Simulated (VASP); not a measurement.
# Bi (P6_3/mmc) in VASP: notebook

The runs below take Bi through single point, with PBE.

All numbers are computed with VASP 6.6.1; they aren't measurements. Logs are shortened: lines on timing, memory, paths and dates and some standing lists are left out, and cuts for length are marked.

## Step 1: The cell of the first run

Symmetry: P6_3/mmc, No. 194, hexagonal system. The conventional cell has a = 3.481 Å, b = 3.481 Å, c = 5.587 Å, α = 90.00°, β = 90.00°, γ = 120.00°. Within 4.5 Å of Bi (site symmetry -6m2) lie 12 Bi at 3.44 to 3.48 Å.

## Step 2: Single point, PBE

The input, INCAR:

```
PREC = Accurate
ENCUT = 520
EDIFF = 1E-6
ISMEAR = -1
SIGMA = 0.1
LREAL = F
LASPH = T
NELM = 100
ALGO = Normal
ISIF = 2
LWAVE = F
LCHARG = F
GGA = PE
NBANDS = 22
```

The input, KPOINTS:

```
regular mesh
0
Gamma
  7 7 4
```

The input, POSCAR:

```
Bi
1.0
    3.4806673264      0.0000000000      0.0000000000
   -1.7403336632      3.0143463268      0.0000000000
    0.0000000000      0.0000000000      5.5865155842
Bi
2
Direct
    0.3333333333      0.6666666667      0.2500000000
    0.6666666667      0.3333333333      0.7500000000
```

Potentials or basis: VASP PAW PBE potentials, release 64 (Bi_d).

Launch:

```
> cat potpaw_PBE.64/Bi_d/POTCAR > POTCAR
> mpirun -np 1 vasp_std > vasp.out
```

OUTCAR:

```text
PREC = Accurate
   ENCUT = 520
   EDIFF = 1E-6
   ISMEAR = -1
   LREAL = F
   LASPH = T
   NELM = 100
   ISIF = 2
   GGA = PE

 ion  position               nearest neighbor table
   1  0.333  0.667  0.250-   2 3.44   2 3.44   2 3.44   2 3.44   2 3.44   2 3.44
   2  0.667  0.333  0.750-   1 3.44   1 3.44   1 3.44   1 3.44   1 3.44   1 3.44

  LATTYP: Found a hexagonal cell.
 ALAT       =     3.4806673264
 C/A-ratio  =     1.6050127922

  Lattice vectors:

 A1 = (   3.4806673264,   0.0000000000,   0.0000000000)
 A2 = (  -1.7403336632,   3.0143463268,   0.0000000000)
 A3 = (   0.0000000000,   0.0000000000,   5.5865155842)

Analysis of symmetry for initial positions (statically):
=====================================================================
 Subroutine PRICEL returns:
 Original cell was already a primitive cell.

 Routine SETGRP: Setting up the symmetry group for a
 hexagonal supercell.

 Subroutine GETGRP returns: Found 24 space group operations
 (whereof 12 operations were pure point group operations)
 out of a pool of 24 trial point group operations.

The static configuration has the point symmetry D_3d.
 The point group associated with its full space group is D_6h.

Analysis of symmetry for dynamics (positions and initial velocities):
=====================================================================
 Subroutine PRICEL returns:
 Original cell was already a primitive cell.

 Routine SETGRP: Setting up the symmetry group for a
 hexagonal supercell.

 Subroutine GETGRP returns: Found 24 space group operations
 (whereof 12 operations were pure point group operations)
 out of a pool of 24 trial point group operations.

The dynamic configuration has the point symmetry D_3d.
 The point group associated with its full space group is D_6h.

 Subroutine INISYM returns: Found 24 space group operations
 (whereof 12 operations are pure point group operations),
 and found     1 'primitive' translations

----------------------------------------------------------------------------------------

                                     Primitive cell

  volume of cell :      58.6134

  direct lattice vectors                    reciprocal lattice vectors
     3.480667326  0.000000000  0.000000000     0.287301229  0.165873442  0.000000000
[... 79 lines left out ...]
   ISPIN  =      1    spin polarized calculation?
   LNONCOLLINEAR =      F non collinear calculations
   LSORBIT =      F    spin-orbit coupling
   LASPH  =      T    aspherical Exc in radial PAW
   ENCUT  =  520.0 eV  38.22 Ry    6.18 a.u.   6.47  6.47 10.39*2*pi/ulx,y,z
   NELM   =    100;   NELMIN=  2; NELMDL= -5     # of ELM steps
   EDIFF  = 0.1E-05   stopping-criterion for ELM
   LREAL  =      F    real-space projection
   EDIFFG = 0.1E-04   stopping-criterion for IOM
   NSW    =      0    number of steps for IOM
   IBRION =     -1    ionic relax: 0-MD 1-quasi-New 2-CG
   NFREE  =      0    steps in history (QN), initial steepest desc. (CG)
   ISIF   =      2    stress and relaxation
   ISYM   =      2    0-nonsym 1-usesym 2-fastsym
   POTIM  = 0.5000    time-step for ionic-motion
   TEBEG  =    0.0;   TEEND  =   0.0 temperature during run
   PSTRESS=    0.0 pullay stress
   NELECT =      30.0000    total number of electrons
   NUPDOWN=      -1.0000    fix difference up-down
   EMIN   =  10.00;   EMAX   =-10.00  energy-range for DOS
   EFERMI =   0.00;   METHOD = LEGACY
   ISMEAR =    -1;   SIGMA  =   0.10  broadening in eV -4-tet -1-fermi 0-gaus
   EFERMI_NEDOS =   21; number of points for ismear=-14 and -15
   IALGO  =     38    algorithm
   IMIX   =      4    mixing-type and parameters
     AMIX     =   0.40;   BMIX     =  1.00
     AMIX_MAG =   1.60;   BMIX_MAG =  1.00
  volume/ion in A,a.u.               =      29.31       197.77
  Fermi-wavevector in a.u.,A,eV,Ry     =   1.309533  2.474658 23.332304  1.714876
  Thomas-Fermi vector in A             =   2.440125
   LORBIT       =      0    0 simple, 1 ext, 2 COOP (PROOUT), +10 PAW based schemes
   GGA     = PE    functional components
   LHFCALC =     F    Hartree Fock is set to
   AEXX    =    0.0000 exact exchange contribution
   IVDW    =     0    specifies the selected vdW correction
   LEPSILON=     F    determine dielectric tensor
   LRPA    =     F    only Hartree local field effects (RPA)
 non-spin polarized calculation
  energy-cutoff  :      520.00
  volume of cell :       58.61
 maximum number of plane-waves:      1592
 NGX is ok and might be reduce to    28
   NGX = 13   NGY = 13   NGZ = 21

 number of electron      30.0000004 magnetization

 Free energy of the ion-electron system (eV)
  ---------------------------------------------------
  ext. energy  EPLUGINS =         0.00000000
  ---------------------------------------------------
  free energy    TOTEN  =        -7.45942540 eV

  energy without entropy =       -7.41299518  energy(sigma->0) =       -7.43621029

 E-fermi :   8.6042     XC(G=0): -10.5847

 val. band max:        8.5581474529   @ k =   0.2857   0.2857   0.0000
 cond. band min:       8.6084301202   @ k =   0.2857   0.1429   0.0000
 fundamental gap:      0.0502826673
 Fermi energy:         8.6042055967

 k-point     1 :       0.0000    0.0000    0.0000
  band No.  band energies     occupation
      1     -14.3748      2.00000
      2     -14.3745      2.00000
      3     -14.3428      2.00000
      4     -14.3428      2.00000
      5     -14.3310      2.00000
      6     -14.3310      2.00000
[... 589 lines left out ...]
     21      17.3506      0.00000
     22      17.3506      0.00000

------------------------ aborting loop because EDIFF is reached ----------------------------------------

  FORCE on cell =-STRESS in cart. coord.  units (eV):
  Direction    XX          YY          ZZ          XY          YZ          ZX
  --------------------------------------------------------------------------------------
  -------------------------------------------------------------------------------------
  Total        1.7974983      1.7974983      1.7917646      0.0000000      0.0000000      0.0000000
  in kB       49.1340305     49.1340305     48.9773020      0.0000000      0.0000000      0.0000000
  external PRESSURE =      49.0817876 kB  Pullay stress =       0.0000000 kB

 VOLUME and BASIS-vectors are now :
 -----------------------------------------------------------------------------
  energy-cutoff  :      520.00
  volume of cell :       58.61
      direct lattice vectors                 reciprocal lattice vectors
     3.480667326  0.000000000  0.000000000     0.287301229  0.165873442  0.000000000
    -1.740333663  3.014346327  0.000000000     0.000000000  0.331746884  0.000000000
     0.000000000  0.000000000  5.586515584     0.000000000  0.000000000  0.179002454

 POSITION                                       TOTAL-FORCE (eV/Angst)
 -----------------------------------------------------------------------------------
     -0.00000      2.00956      1.39663         0.000000     -0.000000      0.000000
      1.74033      1.00478      4.18989        -0.000000      0.000000      0.000000
 -----------------------------------------------------------------------------------
    total drift:                               -0.000000      0.000000      0.000000

  FREE ENERGIE OF THE ION-ELECTRON SYSTEM (eV)
  ---------------------------------------------------
  free  energy   TOTEN  =        -7.4594253984 eV

  energy  without entropy=       -7.4129951830  energy(sigma->0) =       -7.43621029
```

OSZICAR:

```text
N       E                     dE             d eps       ncg     rms          rms(c)
DAV:   1     0.307082348515E+03    0.30708E+03   -0.16307E+04  1056   0.174E+03
DAV:   2     0.178787013231E+02   -0.28920E+03   -0.28198E+03  1086   0.454E+02
DAV:   3    -0.660707471973E+01   -0.24486E+02   -0.24218E+02  1294   0.142E+02
DAV:   4    -0.743824284287E+01   -0.83117E+00   -0.83065E+00  1306   0.280E+01
DAV:   5    -0.746910388203E+01   -0.30861E-01   -0.30859E-01  1518   0.494E+00    0.601E-01
DAV:   6    -0.746115743122E+01    0.79465E-02   -0.19377E-02  1360   0.161E+00    0.348E-01
DAV:   7    -0.745934137659E+01    0.18161E-02   -0.91158E-03  1328   0.109E+00    0.109E-01
DAV:   8    -0.745941881135E+01   -0.77435E-04   -0.65181E-04  1258   0.288E-01    0.146E-02
DAV:   9    -0.745942896148E+01   -0.10150E-04   -0.26817E-05  1622   0.550E-02    0.577E-03
DAV:  10    -0.745942540906E+01    0.35524E-05   -0.12630E-06   846   0.143E-02    0.587E-04
DAV:  11    -0.745942539839E+01    0.10672E-07   -0.29665E-07   720   0.718E-03
   1 F= -.74594254E+01 E0= -.74362103E+01  d E =-.464302E-01
```

Wall time 26 s (1 thread of Intel Xeon Platinum 8259CL at 2.50GHz (Skylake/Cascade Lake), shared host); peak memory 0.18 GiB.

Results:

```yaml
Free_energy: -7.4594 eV
Pressure: 4.9 GPa
Band_gap_on_the_k_mesh: zero (band 15 reaches 13.03 eV, above the bottom of band 16 at 6.36 eV)
```

Levels at points of the mesh, in eV from the Fermi level:
| k point | band 12 | band 13 | band 14 | band 15 | band 16 | band 17 | band 18 | band 19 |
| --- | --- | --- | --- | --- | --- | --- | --- | --- |
| (0.00, 0.00, 0.00) | -10.54 | -5.47 | 3.58 | 3.58 | 5.35 | 5.35 | 5.88 | 7.21 |
| (0.00, 0.00, 0.50) | -12.70 | -0.76 | -0.76 | 4.42 | 4.42 | 4.42 | 4.42 | 8.13 |

Caveat: spin-orbit coupling is left out, which moves the levels of the heavy elements.

## Step 3: Single point, PBE

This run uses another cell than the first one, of 31.80 Å³/atom, 1.085 times its volume.

The input, INCAR:

```
PREC     = Accurate       # precision mode
ENCUT    = 520            # plane-wave cutoff, eV
EDIFF    = 1E-6           # SCF threshold, eV
ISMEAR   = -1             # smearing method
SIGMA    = 0.1            # smearing width, eV
LREAL    = False          # projectors in reciprocal space
LASPH    = True           # aspherical terms in the spheres
NELM     = 80             # most SCF steps
ALGO     = Normal         # electronic algorithm
ISIF     = 2              # what is computed and relaxed
LWAVE    = False          # write WAVECAR
LCHARG   = True           # write CHGCAR
GGA      = PE             # functional
LELF     = True           # ELF
LVHAR    = True         
NBANDS   = 22             # bands
```

The input, KPOINTS:

```
Automatic mesh
0
Gamma
  7 7 4
```

The input, POSCAR:

```
Bi
1.0
    3.5711235033      0.0000000000      0.0000000000
   -1.7855617516      3.0926836739      0.0000000000
    0.0000000000      0.0000000000      5.7578079001
Bi
2
Direct
    0.3333333333      0.6666666667      0.2500000000
    0.6666666667      0.3333333333      0.7500000000
```

Potentials or basis: VASP PAW PBE potentials, release 64 (Bi_d).

Launch:

```
> cat potpaw_PBE.64/Bi_d/POTCAR > POTCAR
> mpirun -np 1 vasp_std > vasp.out
```

Run time: 37 s. Hardware: 1 thread of Intel Xeon Platinum 8259CL at 2.50GHz (Skylake/Cascade Lake), shared host; peak memory 0.19 GiB.

Results (log left out):

```
Free energy            : -7.5313 eV
Pressure               : -0.1 GPa
Band gap on the k mesh : zero (band 15 reaches 11.60 eV, above the bottom of band 16 at 5.57 eV)
```

Levels at points of the mesh, in eV from the Fermi level:
```csv
k point,band 12,band 13,band 14,band 15,band 16,band 17,band 18,band 19
"(0.00, 0.00, 0.00)",-10.47,-5.01,3.27,3.27,4.83,4.83,5.19,6.87
"(0.00, 0.00, 0.50)",-12.27,-0.85,-0.85,4.01,4.01,4.01,4.01,7.83
```

Caveat: spin-orbit coupling is left out, which moves the levels of the heavy elements.
